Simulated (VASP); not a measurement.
Input of a VASP 6.6.1 run:

The input INCAR:

```
SYSTEM = Sb
AGGAC    = 1.0          
AGGAX    = 1.0          
ALDAC    = 0.0          
ALDAX    = 1.0          
ALGO     = Normal         ! electronic algorithm
EDIFF    = 1E-7           ! SCF threshold, eV
ENCUT    = 520            ! plane-wave cutoff, eV
GGA      = B5             ! functional
ISIF     = 2              ! what is computed and relaxed
ISMEAR   = -1             ! smearing method
ISPIN    = 2              ! spin polarisation
IVDW     = 13             ! dispersion correction
LASPH    = .True.         ! aspherical terms in the spheres
LCHARG   = .False.        ! write CHGCAR
LORBIT   = 11             ! projections on sites
LREAL    = .False.        ! projectors in reciprocal space
LWAVE    = .False.        ! write WAVECAR
MAGMOM   = -0.09          ! initial moments
NBANDS   = 12             ! bands
NELM     = 150            ! most SCF steps
PREC     = Accurate       ! precision mode
SIGMA    = 0.01           ! smearing width, eV
VDW_A1   = 0.44488865   
VDW_A2   = 4.0933009    
VDW_S6   = 1.0          
VDW_S8   = 2.34076671
```

The input KPOINTS:

```
k-points
0
Gamma
  8 8 8
  0 0 0
```

Contents of POSCAR:

```
Sb
1.0
    3.1600000000      0.0000000000      0.0000000000
    0.0000000000      3.1600000000      0.0000000000
    0.0000000000      0.0000000000      3.1600000000
Sb
1
Direct
    0.0000000000      0.0000000000      0.0000000000
```

Potentials or basis: VASP PAW PBE potentials, release 64 (Sb).

Command:

```sh
$ cat potpaw_PBE.64/Sb/POTCAR > POTCAR
$ mpirun -np 1 vasp_std > vasp.out
```

Question: Estimate the pressure.

Answer: -2.9 GPa.

Question: Predict the net moment.

Answer: -0.07 μB per cell.

Question: What does it give for the dispersion energy per atom?

Answer: -0.924 eV.

Caveat: the PAW data sets were made with another functional, which shifts forces and pressure a little; pairwise dispersion overbinds metals, which lowers pressure and volume.
